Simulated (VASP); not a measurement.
# BP: single point with PBEsol

The system is BP, a sheet with vacuum.

```xyz
2
Lattice="3.2002 0.0000 0.0000 -1.6001 2.7714 0.0000 0.0000 0.0000 23.8000" Properties=species:S:1:pos:R:3 pbc="T T T"
B     0.0000    1.8476    7.0000
P     1.6001    0.9238    7.0000
```

```json
{"Program": "VASP 6.6.1", "Task": "single point", "Functional": "PBEsol", "Potentials or basis": "VASP PAW PBE potentials, release 64 (B, P)", "Cutoff": "420 eV", "k mesh": "12 × 12 × 1", "Occupations": "gaussian, width 0.03 eV", "Spin": "no spin polarisation"}
```

```yaml
Band_gap_on_the_k_mesh: 0.87 eV
```

Levels at points of the mesh, in eV from the valence-band top:
| k point | band 1 | band 2 | band 3 | band 4 | band 5 | band 6 | band 7 | band 8 |
| --- | --- | --- | --- | --- | --- | --- | --- | --- |
| (0.00, 0.00, 0.00) | -13.73 | -4.22 | -1.61 | -1.61 | 3.83 | 4.67 | 4.67 | 4.98 |
| (0.50, 0.00, 0.00) | -10.90 | -8.35 | -3.63 | -1.08 | 1.44 | 2.84 | 7.91 | 8.89 |

Wall time 44 s on 1 thread of Intel(R) Xeon(R) Platinum 8259CL CPU @ 2.50GHz (Skylake/Cascade Lake), on a shared host, peak memory 0.28 GiB.
